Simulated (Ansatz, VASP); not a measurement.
**Two plane-wave programs on MgCdSe2**

```
Mg Cd Se
1.0
     3.96934    0.00000    0.00000
    -1.98467    3.43755    0.00000
     0.00000    0.00000    6.55346
Mg Cd Se
1 1 2
Cartesian
  0.0000 0.0000 3.2767
  0.0000 0.0000 0.0000
  1.9847 1.1459 4.8425
  0.0000 2.2917 1.7110
```

Change from the starting cell: species swapped into the NaVS2 type (P-3m1, No. 164).

Alike in both runs: functional PBE; k mesh 6 × 6 × 4; occupations gaussian, width 0.1 eV; no spin polarisation.

Ansatz relaxed the structure, and its values are those at the end. VASP's run is a single point on that final structure, the one shown.

```csv
,VASP,Ansatz
version,VASP 6.6.1,Ansatz 0.2.0
potentials or method,"VASP PAW PBE potentials, release 64 (Mg, Cd, Se), cutoff 520 eV","scalar-relativistic, plane waves, PAW"
valence electrons in the cell,26,62
```

Ansatz gave:

- gap on the k mesh at the Fermi level (eV): 0.97
- least direct gap on the mesh (eV): 1.27
- pressure (GPa): 0.3
- rms of the force components (eV/Å): 0.004

Problem. Which values does VASP return?

Solution. gap on the k mesh at the Fermi level (eV): 0.96; least direct gap on the mesh (eV): 1.26; pressure (GPa): 0.4; rms of the force components (eV/Å): 0.019.

VASP's potentials hold 26 valence electrons a cell and Ansatz's 62, so a difference there can come from the potentials and not from the codes.
